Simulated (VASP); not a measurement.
A run of VASP 6.6.1 is set up as follows.

INCAR

```
SYSTEM = Pd
PREC     = Accurate       ! precision mode
ENCUT    = 520            ! plane-wave cutoff, eV
EDIFF    = 1E-7           ! SCF threshold, eV
ISMEAR   = 0              ! smearing method
SIGMA    = 0.1            ! smearing width, eV
LREAL    = .False.        ! projectors in reciprocal space
LASPH    = .True.         ! aspherical terms in the spheres
NELM     = 80             ! most SCF steps
ALGO     = Normal         ! electronic algorithm
ISIF     = 2              ! what is computed and relaxed
LWAVE    = .False.        ! write WAVECAR
LCHARG   = .False.        ! write CHGCAR
LDIPOL   = .True.       
IDIPOL   = 3            
DIPOL    = 0.5 0.5 0.500
GGA      = PE             ! functional
IVDW     = 12             ! dispersion correction
IBRION   = 2              ! ionic algorithm
NSW      = 90             ! ionic steps
EDIFFG   = -0.03          ! ionic threshold
```

Contents of KPOINTS:

```
Automatic mesh
0
Gamma
  10 10 1
  0 0 0
```

File POSCAR:

```
Pd
1.0
    2.7502723905      0.0000000000      0.0000000000
    0.0000000000      2.7502723905      0.0000000000
    0.0000000000      0.0000000000     22.8342087724
Pd
4
Selective dynamics
Direct
    0.5000000000      0.5000000000      0.3722485016  F F F
    0.0000000000      0.0000000000      0.4574161672  F F F
    0.5000000000      0.5000000000      0.5425838328  T T T
    0.0000000000      0.0000000000      0.6277514984  T T T
```

Potentials or basis: VASP PAW PBE potentials, release 64 (Pd).

Run with:

```sh
$ cat potpaw_PBE.64/Pd/POTCAR > POTCAR
$ mpirun -np 1 vasp_std > vasp.out
```

Problem. What does it give for the dispersion energy per atom?

Solution. -0.474 eV.

Problem. Estimate the band gap on the k mesh.

Solution. Zero (band 20 reaches 0.64 eV, above the bottom of band 21 at -0.29 eV).

Final structure:
```
Pd
1.0
     2.75027    0.00000    0.00000
     0.00000    2.75027    0.00000
     0.00000    0.00000   22.83421
Pd
4
Direct
  0.50000 0.50000 0.37225
  0.00000 0.00000 0.45742
  0.50000 0.50000 0.54258
  0.00000 0.00000 0.62775
```

Caveat: the relaxation stopped at its first step, so nothing moved.
